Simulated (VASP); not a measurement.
Runs of VASP 6.6.1 on SiC. The structure is that of space group P3m1 (No. 156), or close to it. The cells are those of the table. 

| cell | gap on the mesh (eV) | pressure (GPa) | largest force (eV/Å) |
| --- | --- | --- | --- |
| a = 3.076, b = 3.076, c = 9.796 Å, angles 90.0, 90.0, 60.0°, 8 atoms | 2.31 | 13.6 | 6.65 |
| a = 3.076, b = 3.076, c = 10.596 Å, angles 90.0, 90.0, 60.0°, 8 atoms | 2.21 | (b) | 2.49 |
| a = 3.076, b = 3.076, c = 16.096 Å, angles 90.0, 90.0, 60.0°, 8 atoms | none | (c) | 2.25 |
| a = 3.076, b = 3.076, c = 11.596 Å, angles 90.0, 90.0, 60.0°, 8 atoms | (a) | 0.2 | 2.19 |
| a = 3.076, b = 3.076, c = 14.596 Å, angles 90.0, 90.0, 60.0°, 8 atoms | none | 2.2 | 2.23 |

Alike in all rows: task single point; level PBE; potentials or basis VASP PAW PBE potentials, release 64 (Si, C); no spin polarisation; k mesh 10 × 10 × 3; cutoff (eV) 600; smearing gaussian 0.05 eV.

Task: Estimate the missing entries.

Result: (a) 0.34; (b) -0.8; (c) 2.1.

Caveats: forces of over 1 eV/Å act on the atoms, so gaps and moduli don't describe the material at rest.

A k mesh can miss the band edges.

A gap of «none» marks levels without a gap at the run's occupations.
